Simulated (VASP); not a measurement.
# K3Rh (P6_3/mmc) in VASP: a series of runs

K3Rh is run at these levels: PBE; tasks: single point, relaxation of cell and atoms.

All numbers are computed with VASP 6.6.1; they aren't measurements. Logs are shortened: lines on timing, memory, paths and dates and some standing lists are left out, and cuts for length are marked.

### 1 The cell of the first run

The structure is hexagonal, space group P6_3/mmc (No. 194). The conventional cell has a = 7.102 Å, b = 7.102 Å, c = 5.701 Å, α = 90.00°, β = 90.00°, γ = 120.00°. Within 4.6 Å of K (site symmetry mm2) lie 4 Rh at 3.51 to 3.55 Å and 8 K at 3.51 to 3.56 Å. Rh (site symmetry -6m2) has 12 K at 3.51 to 3.55 Å within 4.6 Å.

### 2 Single point, PBE

INCAR reads:

```
SYSTEM = K3Rh
PREC = Accurate
ENCUT = 520
EDIFF = 1E-7
ISMEAR = 0
SIGMA = 0.1
LREAL = .False.
LASPH = .True.
NELM = 80
ALGO = Fast
ISIF = 2
LWAVE = .False.
LCHARG = .False.
GGA = PE
NBANDS = 52
```

KPOINTS reads:

```
regular mesh
0
Gamma
  3 3 4
  0 0 0
```

POSCAR reads:

```
K3Rh
1.0
    7.1024944709      0.0000000000      0.0000000000
   -3.5512472355      6.1509406421      0.0000000000
    0.0000000000      0.0000000000      5.7008476732
K Rh
6 2
Direct
    0.8330000000      0.6660000000      0.2500000000
    0.1670000000      0.8330000000      0.7500000000
    0.3340000000      0.1670000000      0.2500000000
    0.1670000000      0.3340000000      0.7500000000
    0.8330000000      0.1670000000      0.2500000000
    0.6660000000      0.8330000000      0.7500000000
    0.3333333333      0.6666666667      0.2500000000
    0.6666666667      0.3333333333      0.7500000000
```

Potentials or basis: VASP PAW PBE potentials, release 64 (K_sv, Rh_pv).

Run with:

```console
$ cat potpaw_PBE.64/K_sv/POTCAR potpaw_PBE.64/Rh_pv/POTCAR > POTCAR
$ mpirun -np 1 vasp_std > vasp.out
```

OUTCAR:

```text
SYSTEM = K3Rh
   PREC = Accurate
   ENCUT = 520
   EDIFF = 1E-7
   ISMEAR = 0
   LREAL = .False.
   LASPH = .True.
   NELM = 80
   ISIF = 2
   GGA = PE

 ion  position               nearest neighbor table
   1  0.833  0.666  0.250-   8 3.51   8 3.51   2 3.51   2 3.51   6 3.51   6 3.51   3 3.54   5 3.54
                             7 3.55   7 3.55   3 3.56   5 3.56
   2  0.167  0.833  0.750-   7 3.51   7 3.51   1 3.51   1 3.51   3 3.51   3 3.51   6 3.54   4 3.54
                             8 3.55   8 3.55   6 3.56   4 3.56
   3  0.334  0.167  0.250-   8 3.51   8 3.51   4 3.51   4 3.51   2 3.51   2 3.51   5 3.54   1 3.54
                             7 3.55   7 3.55   5 3.56   1 3.56
   4  0.167  0.334  0.750-   7 3.51   7 3.51   5 3.51   5 3.51   3 3.51   3 3.51   6 3.54   2 3.54
                             8 3.55   8 3.55   6 3.56   2 3.56
   5  0.833  0.167  0.250-   8 3.51   8 3.51   4 3.51   4 3.51   6 3.51   6 3.51   3 3.54   1 3.54
                             7 3.55   7 3.55   3 3.56   1 3.56
   6  0.666  0.833  0.750-   7 3.51   7 3.51   1 3.51   1 3.51   5 3.51   5 3.51   2 3.54   4 3.54
                             8 3.55   8 3.55   2 3.56   4 3.56
   7  0.333  0.667  0.250-   2 3.51   2 3.51   6 3.51   6 3.51   4 3.51   4 3.51   1 3.55   3 3.55
                             5 3.55   5 3.55   1 3.55   3 3.55
   8  0.667  0.333  0.750-   5 3.51   5 3.51   3 3.51   3 3.51   1 3.51   1 3.51   4 3.55   6 3.55
                             2 3.55   2 3.55   4 3.55   6 3.55

  LATTYP: Found a hexagonal cell.
 ALAT       =     7.1024944709
 C/A-ratio  =     0.8026542923

  Lattice vectors:

 A1 = (   7.1024944709,   0.0000000000,   0.0000000000)
 A2 = (  -3.5512472355,   6.1509406421,   0.0000000000)
 A3 = (   0.0000000000,   0.0000000000,   5.7008476732)

Analysis of symmetry for initial positions (statically):
=====================================================================
 Subroutine PRICEL returns:
 Original cell was already a primitive cell.

 Routine SETGRP: Setting up the symmetry group for a
 hexagonal supercell.

 Subroutine GETGRP returns: Found 24 space group operations
 (whereof 12 operations were pure point group operations)
 out of a pool of 24 trial point group operations.

The static configuration has the point symmetry D_3d.
 The point group associated with its full space group is D_6h.

Analysis of symmetry for dynamics (positions and initial velocities):
=====================================================================
 Subroutine PRICEL returns:
 Original cell was already a primitive cell.

 Routine SETGRP: Setting up the symmetry group for a
 hexagonal supercell.
[... 110 lines left out ...]
   POTIM  = 0.5000    time-step for ionic-motion
   TEBEG  =    0.0;   TEEND  =   0.0 temperature during run
   PSTRESS=    0.0 pullay stress
   NELECT =      84.0000    total number of electrons
   NUPDOWN=      -1.0000    fix difference up-down
   EMIN   =  10.00;   EMAX   =-10.00  energy-range for DOS
   EFERMI =   0.00;   METHOD = LEGACY
   ISMEAR =     0;   SIGMA  =   0.10  broadening in eV -4-tet -1-fermi 0-gaus
   EFERMI_NEDOS =   21; number of points for ismear=-14 and -15
   IALGO  =     68    algorithm
   IMIX   =      4    mixing-type and parameters
     AMIX     =   0.40;   BMIX     =  1.00
     AMIX_MAG =   1.60;   BMIX_MAG =  1.00
  volume/ion in A,a.u.               =      31.13       210.09
  Fermi-wavevector in a.u.,A,eV,Ry     =   1.139560  2.153457 17.668493  1.298598
  Thomas-Fermi vector in A             =   2.276264
   LORBIT       =      0    0 simple, 1 ext, 2 COOP (PROOUT), +10 PAW based schemes
   GGA     = PE    functional components
   LHFCALC =     F    Hartree Fock is set to
   AEXX    =    0.0000 exact exchange contribution
   IVDW    =     0    specifies the selected vdW correction
   LEPSILON=     F    determine dielectric tensor
   LRPA    =     F    only Hartree local field effects (RPA)
 non-spin polarized calculation
 RMM-DIIS sequential band-by-band and
 Gauss-broadening in eV      SIGMA  =   0.10
  energy-cutoff  :      520.00
  volume of cell :      249.05
 maximum number of plane-waves:      6717
 NGX is ok and might be reduce to    54
   NGX = 27   NGY = 27   NGZ = 21

 number of electron      84.0000029 magnetization

 Free energy of the ion-electron system (eV)
  ---------------------------------------------------
  ext. energy  EPLUGINS =         0.00000000
  ---------------------------------------------------
  free energy    TOTEN  =       -15.20395081 eV

  energy without entropy =      -15.18588742  energy(sigma->0) =      -15.19491911

 E-fermi :   2.1270     XC(G=0):  -8.3781

 val. band max:        2.0357548250   @ k =   0.3333   0.3333   0.0000
 cond. band min:       2.2820299731   @ k =   0.3333   0.3333   0.2500
 fundamental gap:      0.2462751481
 Fermi energy:         2.1270398913

 k-point     1 :       0.0000    0.0000    0.0000
  band No.  band energies     occupation
      1     -42.0184      2.00000
      2     -42.0184      2.00000
      3     -42.0183      2.00000
      4     -42.0183      2.00000
      5     -42.0114      2.00000
      6     -42.0113      2.00000
[... 484 lines left out ...]
     51       5.6669      0.00000
     52       5.6757      0.00000

------------------------ aborting loop because EDIFF is reached ----------------------------------------

  FORCE on cell =-STRESS in cart. coord.  units (eV):
  Direction    XX          YY          ZZ          XY          YZ          ZX
  --------------------------------------------------------------------------------------
  -------------------------------------------------------------------------------------
  Total        3.1907175      3.1907175      4.0416030     -0.0000000      0.0000000      0.0000000
  in kB       20.5261294     20.5261294     25.9999408     -0.0000000      0.0000000      0.0000000
  external PRESSURE =      22.3507332 kB  Pullay stress =       0.0000000 kB

 VOLUME and BASIS-vectors are now :
 -----------------------------------------------------------------------------
  energy-cutoff  :      520.00
  volume of cell :      249.05
      direct lattice vectors                 reciprocal lattice vectors
     7.102494471  0.000000000  0.000000000     0.140795604  0.081288380  0.000000000
    -3.551247235  6.150940642  0.000000000     0.000000000  0.162576760  0.000000000
     0.000000000  0.000000000  5.700847673     0.000000000  0.000000000  0.175412510

 POSITION                                       TOTAL-FORCE (eV/Angst)
 -----------------------------------------------------------------------------------
      3.55125      4.09653      1.42521         0.000000     -0.828315     -0.000000
     -1.77207      5.12373      4.27564         0.717341     -0.414157      0.000000
      1.77917      1.02721      1.42521         0.717341      0.414157      0.000000
     -0.00000      2.05441      4.27564        -0.000000      0.828315      0.000000
      5.32332      1.02721      1.42521        -0.717341      0.414157      0.000000
      1.77207      5.12373      4.27564        -0.717341     -0.414157     -0.000000
     -0.00000      4.10063      1.42521        -0.000000      0.000000     -0.000000
      3.55125      2.05031      4.27564        -0.000000      0.000000     -0.000000
 -----------------------------------------------------------------------------------
    total drift:                               -0.000000      0.000000     -0.000000

  FREE ENERGIE OF THE ION-ELECTRON SYSTEM (eV)
  ---------------------------------------------------
  free  energy   TOTEN  =       -15.2039508077 eV

  energy  without entropy=      -15.1858874209  energy(sigma->0) =      -15.19491911
```

OSZICAR:

```text
N       E                     dE             d eps       ncg     rms          rms(c)
DAV:   1     0.730156821433E+03    0.73016E+03   -0.44356E+04  1064   0.152E+03
DAV:   2     0.304783063486E+02   -0.69968E+03   -0.67858E+03  1028   0.447E+02
DAV:   3    -0.166981049927E+02   -0.47176E+02   -0.46614E+02  1440   0.969E+01
[... 18 lines left out ...]
RMM:  22    -0.152039498699E+02   -0.13684E-05   -0.72200E-06  1401   0.733E-03    0.377E-03
RMM:  23    -0.152039503590E+02   -0.48914E-06   -0.43676E-06  1272   0.532E-03    0.360E-03
RMM:  24    -0.152039506237E+02   -0.26464E-06   -0.19972E-06  1195   0.401E-03    0.355E-03
RMM:  25    -0.152039507373E+02   -0.11364E-06   -0.11573E-06  1095   0.318E-03    0.371E-03
RMM:  26    -0.152039508077E+02   -0.70369E-07   -0.63169E-07  1000   0.256E-03
   1 F= -.15203951E+02 E0= -.15194919E+02  d E =-.180634E-01
```

It took 10 min on 1 thread of Oxide Virtual Turin-like, shared host; peak memory 0.35 GiB.

What came out:

- Free energy: -15.2040 eV
- Pressure: 2.2 GPa
- Largest force: 0.828 eV/Å

Forces in eV/Å, atoms in the order of the input:
```
K    0.000 -0.828  0.000
K    0.717 -0.414  0.000
K    0.717  0.414  0.000
K    0.000  0.828  0.000
K   -0.717  0.414  0.000
K   -0.717 -0.414  0.000
Rh   0.000  0.000  0.000
Rh   0.000  0.000  0.000
```

Levels at points of the mesh, in eV from the Fermi level:
```
           k point  band 40  band 41  band 42  band 43  band 44  band 45
(0.00, 0.00, 0.00)    -0.35    -0.10    -0.10     0.68     1.42     1.86
(0.00, 0.00, 0.50)    -0.19    -0.19    -0.19     0.34     0.34     2.75
```

### 3 Single point, PBE

This run uses another cell than the first one, of 37.59 Å³/atom.

INCAR reads:

```
SYSTEM = K3Rh
PREC = Accurate
ENCUT = 520
EDIFF = 1E-6
ISMEAR = 0
SIGMA = 0.1
LREAL = .FALSE.
LASPH = .TRUE.
NELM = 60
ALGO = Fast
ISIF = 2
LWAVE = .FALSE.
LCHARG = .FALSE.
GGA = PE
NBANDS = 52
```

KPOINTS reads:

```
regular mesh
0
G
  3 3 4
  0 0 0
```

POSCAR reads:

```
K3Rh
1.0
    7.8614825827      0.0000000000      0.0000000000
   -3.9307412914      6.8082436280      0.0000000000
    0.0000000000      0.0000000000      5.6187336464
K Rh
6 2
Direct
    0.8125961358      0.6251922715      0.2500000000
    0.1874038642      0.8125961358      0.7500000000
    0.3748077285      0.1874038642      0.2500000000
    0.1874038642      0.3748077285      0.7500000000
    0.8125961358      0.1874038642      0.2500000000
    0.6251922715      0.8125961358      0.7500000000
    0.3333333333      0.6666666667      0.2500000000
    0.6666666667      0.3333333333      0.7500000000
```

Potentials or basis: VASP PAW PBE potentials, release 64 (K_sv, Rh_pv).

Run with:

```console
$ cat potpaw_PBE.64/K_sv/POTCAR potpaw_PBE.64/Rh_pv/POTCAR > POTCAR
$ mpirun -np 1 vasp_std > vasp.out
```

It took 8.7 min on 1 thread of Oxide Virtual Turin-like, shared host; peak memory 0.41 GiB.

It converged, with:

```
Free energy            : -16.0622 eV
Pressure               : 0.0 GPa
Band gap on the k mesh : zero (filled and empty bands touch)
```

Forces on the atoms (eV/Å):
```
K    0.000 -0.003  0.000
K    0.002 -0.001  0.000
K    0.002  0.001  0.000
K    0.000  0.003  0.000
K   -0.002  0.001  0.000
K   -0.002 -0.001  0.000
Rh   0.000  0.000  0.000
Rh   0.000  0.000  0.000
```

Stress tensor (GPa, compression positive):
```
 0.06  0.00  0.00
 0.00  0.06  0.00
 0.00  0.00 -0.06
```

Levels at points of the mesh, in eV from the Fermi level:
| k point | band 38 | band 39 | band 40 | band 41 | band 42 | band 43 | band 44 | band 45 | band 46 | band 47 |
| --- | --- | --- | --- | --- | --- | --- | --- | --- | --- | --- |
| (0.00, 0.00, 0.00) | -0.32 | -0.32 | -0.31 | -0.10 | -0.10 | 0.48 | 1.32 | 1.32 | 1.47 | 1.47 |
| (0.00, 0.00, 0.50) | -0.32 | -0.13 | -0.13 | -0.13 | -0.13 | 0.60 | 0.60 | 2.18 | 2.18 | 2.19 |

[end of part 1 of 2]

The gap in the log of VASP goes by the Fermi energy; the results here count the filled bands.